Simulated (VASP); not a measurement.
# ZnS (P2_1) in VASP: further runs

Runs on ZnS. Level: PBE. Tasks: single point.

Everything below comes from runs of VASP 6.6.1. Logs are shortened: lines on timing, memory, paths and dates and some standing lists are left out, and cuts for length are marked.

## 1. The cell of the first run

The structure is monoclinic, space group P2_1 (No. 4). The conventional cell has a = 3.811 Å, b = 6.234 Å, c = 3.811 Å, α = 90.00°, β = 120.00°, γ = 90.00°. Zn (site symmetry 1) has 4 S at 2.31 to 2.40 Å within 3.0 Å. S (site symmetry 1) has 4 Zn at 2.31 to 2.40 Å within 3.0 Å.

## 2. Single point, PBE (atoms displaced along a vibrational mode)

File INCAR:

```
PREC = Accurate
ENCUT = 520
EDIFF = 1E-6
ISMEAR = 0
SIGMA = 0.05
LREAL = F
LASPH = T
NELM = 100
ALGO = Normal
ISIF = 2
LWAVE = F
LCHARG = T
GGA = PE
LELF = T
LVHAR = T
NBANDS = 26
```

File KPOINTS:

```
Automatic mesh
0
Gamma
  12 12 6
```

File POSCAR:

```
ZnS
1.0
    3.8109987816      0.0000000000      0.0000000000
   -1.9054993908      3.3004217586      0.0000000000
    0.0000000000      0.0000000000      6.2340000000
Zn S
2 2
Direct
    0.3552833877      0.6827352217      0.0000000000
    0.6447166123      0.3172647783      0.5000000000
    0.3146811607      0.6530123286      0.3850000000
    0.6853188393      0.3469876714      0.8850000000
```

Potentials or basis: VASP PAW PBE potentials, release 64 (Zn, S).

Command:

```console
> cat potpaw_PBE.64/Zn/POTCAR potpaw_PBE.64/S/POTCAR > POTCAR
> mpirun -np 1 vasp_std > vasp.out
```

OUTCAR:

```text
PREC = Accurate
   ENCUT = 520
   EDIFF = 1E-6
   ISMEAR = 0
   LREAL = F
   LASPH = T
   NELM = 100
   ISIF = 2
   GGA = PE

 ion  position               nearest neighbor table
   1  0.355  0.683  0.000-   4 2.31   4 2.31   4 2.32   3 2.40
   2  0.645  0.317  0.500-   3 2.31   3 2.31   3 2.32   4 2.40
   3  0.315  0.653  0.385-   2 2.31   2 2.31   2 2.32   1 2.40
   4  0.685  0.347  0.885-   1 2.31   1 2.31   1 2.32   2 2.40

  LATTYP: Found a hexagonal cell.
 ALAT       =     3.8109987816
 C/A-ratio  =     1.6357916539

  Lattice vectors:

 A1 = (   3.8109987816,   0.0000000000,   0.0000000000)
 A2 = (  -1.9054993908,   3.3004217586,   0.0000000000)
 A3 = (   0.0000000000,   0.0000000000,   6.2340000000)

Analysis of symmetry for initial positions (statically):
=====================================================================
 Subroutine PRICEL returns:
 Original cell was already a primitive cell.

 Routine SETGRP: Setting up the symmetry group for a
 hexagonal supercell.

 Subroutine GETGRP returns: Found  2 space group operations
 (whereof  1 operations were pure point group operations)
 out of a pool of 24 trial point group operations.

The static configuration has the point symmetry C_1 .
 The point group associated with its full space group is C_2 .

Analysis of symmetry for dynamics (positions and initial velocities):
=====================================================================
 Subroutine PRICEL returns:
 Original cell was already a primitive cell.

 Routine SETGRP: Setting up the symmetry group for a
 hexagonal supercell.

 Subroutine GETGRP returns: Found  2 space group operations
 (whereof  1 operations were pure point group operations)
 out of a pool of 24 trial point group operations.

The dynamic configuration has the point symmetry C_1 .
 The point group associated with its full space group is C_2 .

 Subroutine INISYM returns: Found  2 space group operations
 (whereof  1 operations are pure point group operations),
 and found     1 'primitive' translations

----------------------------------------------------------------------------------------

                                     Primitive cell

  volume of cell :      78.4106

  direct lattice vectors                    reciprocal lattice vectors
     3.810998782  0.000000000  0.000000000     0.262398405  0.151495789  0.000000000
    -1.905499391  3.300421759  0.000000000     0.000000000  0.302991579  0.000000000
     0.000000000  0.000000000  6.234000000     0.000000000  0.000000000  0.160410651

  length of vectors
     3.810998782  3.810998782  6.234000000     0.302991579  0.302991579  0.160410651

  position of ions in fractional coordinates (direct lattice)
     0.355283388  0.682735222  0.000000000
     0.644716612  0.317264778  0.500000000
     0.314681161  0.653012329  0.385000000
     0.685318839  0.346987671  0.885000000

  ion indices of the primitive-cell ions
   primitive index   ion index
                 1           1
                 2           2
                 3           3
                 4           4

----------------------------------------------------------------------------------------

 KPOINTS: Automatic mesh

Automatic generation of k-mesh.
 Grid dimensions read from file:
 generate k-points for:   12   12    6

 Generating k-lattice:

  Cartesian coordinates                     Fractional coordinates (reciprocal lattice)
     0.021866534  0.012624649  0.000000000     0.083333333  0.000000000  0.000000000
     0.000000000  0.025249298  0.000000000     0.000000000  0.083333333  0.000000000
     0.000000000  0.000000000  0.026735109     0.000000000  0.000000000  0.166666667

  Length of vectors
     0.025249298  0.025249298  0.026735109

  Shift w.r.t. Gamma in fractional coordinates (k-lattice)
     0.000000000  0.000000000  0.000000000

 Subroutine IBZKPT returns following result:
 ===========================================

 Found    296 irreducible k-points:

 Following reciprocal coordinates:
            Coordinates               Weight
  0.000000  0.000000  0.000000      1.000000
  0.083333  0.000000  0.000000      2.000000
  0.000000  0.083333  0.000000      2.000000
 -0.083333  0.083333  0.000000      2.000000
  0.166667  0.000000  0.000000      2.000000
  0.000000  0.166667  0.000000      2.000000
[... 16 lines left out ...]
  0.166667  0.083333  0.000000      2.000000
 -0.083333  0.250000  0.000000      2.000000
 [... further k-points ...]
   k-points           NKPTS =    296   k-points in BZ     NKDIM =    296   number of bands    NBANDS=     26
   number of dos      NEDOS =    301   number of ions     NIONS =      4
   total plane-waves  NPLWV =  37632
   dimension x,y,z NGX =    28 NGY =   28 NGZ =   48
   dimension x,y,z NGXF=    56 NGYF=   56 NGZF=   96
   ions per type =               2   2
   NGX,Y,Z   is equivalent  to a cutoff of  12.21, 12.21, 12.80 a.u.
   NGXF,Y,Z  is equivalent  to a cutoff of  24.43, 24.43, 25.60 a.u.
 SYSTEM =  unknown system
   PREC   = accura    normal or accurate (medium, high low for compatibility)
   ISTART =      0    job   : 0-new  1-cont  2-samecut
   ICHARG =      2    charge: 1-file 2-atom 10-const
   ISPIN  =      1    spin polarized calculation?
   LNONCOLLINEAR =      F non collinear calculations
   LSORBIT =      F    spin-orbit coupling
   LASPH  =      T    aspherical Exc in radial PAW
   ENCUT  =  520.0 eV  38.22 Ry    6.18 a.u.   7.09  7.09 11.59*2*pi/ulx,y,z
   NELM   =    100;   NELMIN=  2; NELMDL= -5     # of ELM steps
   EDIFF  = 0.1E-05   stopping-criterion for ELM
   LREAL  =      F    real-space projection
   EDIFFG = 0.1E-04   stopping-criterion for IOM
   NSW    =      0    number of steps for IOM
   IBRION =     -1    ionic relax: 0-MD 1-quasi-New 2-CG
   NFREE  =      0    steps in history (QN), initial steepest desc. (CG)
   ISIF   =      2    stress and relaxation
   ISYM   =      2    0-nonsym 1-usesym 2-fastsym
   POTIM  = 0.5000    time-step for ionic-motion
   TEBEG  =    0.0;   TEEND  =   0.0 temperature during run
   PSTRESS=    0.0 pullay stress
   NELECT =      36.0000    total number of electrons
   NUPDOWN=      -1.0000    fix difference up-down
   EMIN   =  10.00;   EMAX   =-10.00  energy-range for DOS
   EFERMI =   0.00;   METHOD = LEGACY
   ISMEAR =     0;   SIGMA  =   0.05  broadening in eV -4-tet -1-fermi 0-gaus
   EFERMI_NEDOS =   21; number of points for ismear=-14 and -15
   IALGO  =     38    algorithm
   IMIX   =      4    mixing-type and parameters
     AMIX     =   0.40;   BMIX     =  1.00
     AMIX_MAG =   1.60;   BMIX_MAG =  1.00
  volume/ion in A,a.u.               =      19.60       132.29
  Fermi-wavevector in a.u.,A,eV,Ry     =   1.262944  2.386617 21.701656  1.595027
  Thomas-Fermi vector in A             =   2.396326
   LORBIT       =      0    0 simple, 1 ext, 2 COOP (PROOUT), +10 PAW based schemes
   GGA     = PE    functional components
   LHFCALC =     F    Hartree Fock is set to
   AEXX    =    0.0000 exact exchange contribution
   IVDW    =     0    specifies the selected vdW correction
   LEPSILON=     F    determine dielectric tensor
   LRPA    =     F    only Hartree local field effects (RPA)
 non-spin polarized calculation
 Gauss-broadening in eV      SIGMA  =   0.05
  energy-cutoff  :      520.00
  volume of cell :       78.41
 maximum number of plane-waves:      2133
   NGX = 15   NGY = 15   NGZ = 23

 number of electron      35.9999989 magnetization

 Free energy of the ion-electron system (eV)
  ---------------------------------------------------
  ext. energy  EPLUGINS =         0.00000000
  ---------------------------------------------------
  free energy    TOTEN  =       -13.64435831 eV

  energy without entropy =      -13.64435831  energy(sigma->0) =      -13.64435831

 E-fermi :   2.4418     XC(G=0):  -9.6532

 val. band max:        2.1744397587   @ k =   0.0000   0.0000   0.0000
 cond. band min:       4.4071914674   @ k =   0.0000   0.0000   0.0000
 fundamental gap:      2.2327517088
 Fermi energy:         2.4417766333

 k-point     1 :       0.0000    0.0000    0.0000
  band No.  band energies     occupation
      1     -11.0289      2.00000
      2     -10.1047      2.00000
      3      -4.2231      2.00000
      4      -4.1900      2.00000
      5      -4.1650      2.00000
      6      -4.1380      2.00000
[... 18 lines left out ...]
     25       9.8817      0.00000
     26      11.3900      0.00000

 k-point     2 :       0.0833    0.0000    0.0000
  band No.  band energies     occupation
      1     -10.9808      2.00000
      2     -10.0773      2.00000
      3      -4.2121      2.00000
      4      -4.1951      2.00000
      5      -4.1542      2.00000
      6      -4.1252      2.00000
[... 18 lines left out ...]
     25       9.9257      0.00000
     26      11.1967      0.00000

 k-point     3 :       0.0000    0.0833    0.0000
  band No.  band energies     occupation
      1     -10.9811      2.00000
      2     -10.0763      2.00000
      3      -4.2256      2.00000
      4      -4.1804      2.00000
      5      -4.1569      2.00000
      6      -4.1281      2.00000
[... 18 lines left out ...]
     25      10.0681      0.00000
     26      11.0199      0.00000

 k-point     4 :      -0.0833    0.0833    0.0000
  band No.  band energies     occupation
      1     -10.9811      2.00000
      2     -10.0765      2.00000
      3      -4.2231      2.00000
      4      -4.1831      2.00000
      5      -4.1551      2.00000
      6      -4.1301      2.00000
[... 18 lines left out ...]
     25      10.0428      0.00000
     26      11.0742      0.00000

 k-point     5 :       0.1667    0.0000    0.0000
  band No.  band energies     occupation
      1     -10.8427      2.00000
      2     -10.0032      2.00000
      3      -4.2057      2.00000
      4      -4.1792      2.00000
      5      -4.1292      2.00000
      6      -4.0971      2.00000
[... 18 lines left out ...]
     25      10.5543      0.00000
     26      10.6519      0.00000

 k-point     6 :       0.0000    0.1667    0.0000
  band No.  band energies     occupation
      1     -10.8443      2.00000
      2      -9.9989      2.00000
      3      -4.2305      2.00000
      4      -4.1535      2.00000
      5      -4.1402      2.00000
      6      -4.0912      2.00000
[... 427 lines left out ...]
 k-point    21 :      -0.0833    0.1667    0.0000
  band No.  band energies     occupation
      1     -10.8889      2.00000
      2     -10.0229      2.00000
      3      -4.2306      2.00000
      4      -4.1591      2.00000
      5      -4.1383      2.00000
      6      -4.1189      2.00000
[... 18 lines left out ...]
     25      10.4102      0.00000
     26      10.7144      0.00000

 k-point    22 :      -0.1667    0.0833    0.0000
  band No.  band energies     occupation
      1     -10.8879      2.00000
      2     -10.0259      2.00000
      3      -4.2090      2.00000
      4      -4.1831      2.00000
      5      -4.1397      2.00000
      6      -4.0995      2.00000
[... 18 lines left out ...]
     25      10.4649      0.00000
     26      10.7847      0.00000

 k-point    23 :       0.1667    0.0833    0.0000
  band No.  band energies     occupation
      1     -10.7148      2.00000
      2      -9.9393      2.00000
      3      -4.2050      2.00000
      4      -4.1547      2.00000
      5      -4.1062      2.00000
      6      -4.0803      2.00000
[... 18 lines left out ...]
     25      10.6101      0.00000
     26      10.7964      0.00000

 k-point    24 :      -0.0833    0.2500    0.0000
  band No.  band energies     occupation
      1     -10.7178      2.00000
      2      -9.9320      2.00000
      3      -4.2265      2.00000
      4      -4.1319      2.00000
      5      -4.1159      2.00000
      6      -4.0762      2.00000
[... 18 lines left out ...]
     25      10.5597      0.00000
     26      11.0715      0.00000

 [... further k-points ...]
[... 5 lines left out ...]
  --------------------------------------------------------------------------------------
  -------------------------------------------------------------------------------------
  Total        1.5859488      1.5061082      0.5080453      0.0287756      0.0000000      0.0000000
  in kB       32.4059452     30.7745489     10.3809707      0.5879763      0.0000000      0.0000000
  external PRESSURE =      24.5204883 kB  Pullay stress =       0.0000000 kB

 VOLUME and BASIS-vectors are now :
 -----------------------------------------------------------------------------
  energy-cutoff  :      520.00
  volume of cell :       78.41
      direct lattice vectors                 reciprocal lattice vectors
     3.810998782  0.000000000  0.000000000     0.262398405  0.151495789  0.000000000
    -1.905499391  3.300421759  0.000000000     0.000000000  0.302991579  0.000000000
     0.000000000  0.000000000  6.234000000     0.000000000  0.000000000  0.160410651

 POSITION                                       TOTAL-FORCE (eV/Angst)
 -----------------------------------------------------------------------------------
      0.05303      2.25331      0.00000        -0.064389     -0.069113      0.331209
      1.85247      1.04711      3.11700         0.064389      0.069113      0.331209
     -0.04507      2.15522      2.40009         0.031405      0.028472     -0.331209
      1.95056      1.14521      5.51709        -0.031405     -0.028472     -0.331209
 -----------------------------------------------------------------------------------
    total drift:                               -0.000000      0.000000      0.000437

  FREE ENERGIE OF THE ION-ELECTRON SYSTEM (eV)
  ---------------------------------------------------
  free  energy   TOTEN  =       -13.6443583095 eV

  energy  without entropy=      -13.6443583095  energy(sigma->0) =      -13.64435831
```

It took 10 min on 1 thread of Intel Xeon Platinum 8175M at 2.50GHz (Skylake/Cascade Lake), shared host; peak memory 0.56 GiB.

Results:

```yaml
Free_energy: -13.6444 eV
Pressure: 2.5 GPa
Largest_force: 0.344 eV/Å
Band_gap_on_the_k_mesh: 2.23 eV
```

Forces in eV/Å, atoms in the order of the input:
```
Zn  -0.064 -0.069  0.331
Zn   0.064  0.069  0.331
S    0.031  0.028 -0.331
S   -0.031 -0.028 -0.331
```

Caveat: the cell differs from its parent crystal (atoms displaced along a vibrational mode). A k mesh can miss the band edges.

## 3. Single point, PBE (atoms displaced along a vibrational mode)

File INCAR:

```
PREC = Accurate
ENCUT = 520
EDIFF = 1E-7
ISMEAR = 0
SIGMA = 0.05
LREAL = F
LASPH = T
NELM = 80
ALGO = Normal
ISIF = 2
LWAVE = F
LCHARG = F
GGA = PE
NBANDS = 26
```

KPOINTS is that of step 2.

File POSCAR:

```
ZnS
1.0
    3.8109987816      0.0000000000      0.0000000000
   -1.9054993908      3.3004217586      0.0000000000
    0.0000000000      0.0000000000      6.2340000000
Zn S
2 2
Direct
    0.3991834964      0.7148723317      0.0000000000
    0.6008165036      0.2851276683      0.5000000000
    0.2773768155      0.6257036526      0.3850000000
    0.7226231845      0.3742963474      0.8850000000
```

Potentials or basis: VASP PAW PBE potentials, release 64 (Zn, S).

Command:

```console
> cat potpaw_PBE.64/Zn/POTCAR potpaw_PBE.64/S/POTCAR > POTCAR
> mpirun -np 1 vasp_std > vasp.out
```

OUTCAR:

```text
PREC = Accurate
   ENCUT = 520
   EDIFF = 1E-7
   ISMEAR = 0
   LREAL = F
   LASPH = T
   NELM = 80
   ISIF = 2
   GGA = PE

 ion  position               nearest neighbor table
   1  0.399  0.715  0.000-   4 2.29   4 2.31   4 2.35   3 2.44
   2  0.601  0.285  0.500-   3 2.29   3 2.31   3 2.35   4 2.44
   3  0.277  0.626  0.385-   2 2.29   2 2.31   2 2.35   1 2.44
   4  0.723  0.374  0.885-   1 2.29   1 2.31   1 2.35   2 2.44

  LATTYP: Found a hexagonal cell.
 ALAT       =     3.8109987816
[... 888 lines left out ...]
     25      10.6018      0.00000
     26      11.0925      0.00000

 [... further k-points ...]
[... 5 lines left out ...]
  --------------------------------------------------------------------------------------
  -------------------------------------------------------------------------------------
  Total        1.5919543      1.3573257      0.2424824      0.0167786      0.0000000      0.0000000
  in kB       32.5286561     27.7344525      4.9546824      0.3428399      0.0000000      0.0000000
  external PRESSURE =      21.7392637 kB  Pullay stress =       0.0000000 kB

 VOLUME and BASIS-vectors are now :
 -----------------------------------------------------------------------------
  energy-cutoff  :      520.00
  volume of cell :       78.41
      direct lattice vectors                 reciprocal lattice vectors
     3.810998782  0.000000000  0.000000000     0.262398405  0.151495789  0.000000000
    -1.905499391  3.300421759  0.000000000     0.000000000  0.302991579  0.000000000
     0.000000000  0.000000000  6.234000000     0.000000000  0.000000000  0.160410651

 POSITION                                       TOTAL-FORCE (eV/Angst)
 -----------------------------------------------------------------------------------
      0.15910      2.35938      0.00000        -0.180821     -0.214832      0.389862
      1.74640      0.94104      3.11700         0.180821      0.214832      0.389862
     -0.13520      2.06509      2.40009         0.120877      0.092576     -0.389862
      2.04069      1.23534      5.51709        -0.120877     -0.092576     -0.389862
 -----------------------------------------------------------------------------------
    total drift:                               -0.000000     -0.000001      0.000254

  FREE ENERGIE OF THE ION-ELECTRON SYSTEM (eV)
  ---------------------------------------------------
  free  energy   TOTEN  =       -13.5644563651 eV

  energy  without entropy=      -13.5644563651  energy(sigma->0) =      -13.56445637
```

Run time: 3.7 min. Hardware: 1 thread of Intel Xeon 6975P-C (Granite Rapids), shared host; peak memory 0.55 GiB.

Results:

| Quantity | Value |
| --- | --- |
| Free energy | -13.5645 eV |
| Pressure | 2.2 GPa |
| Largest force | 0.480 eV/Å |
| Band gap on the k mesh | 2.13 eV |

Forces in eV/Å, atoms in the order of the input:
```
Zn  -0.181 -0.215  0.390
Zn   0.181  0.215  0.390
S    0.121  0.093 -0.390
S   -0.121 -0.093 -0.390
```

Caveat: the cell differs from its parent crystal (atoms displaced along a vibrational mode).
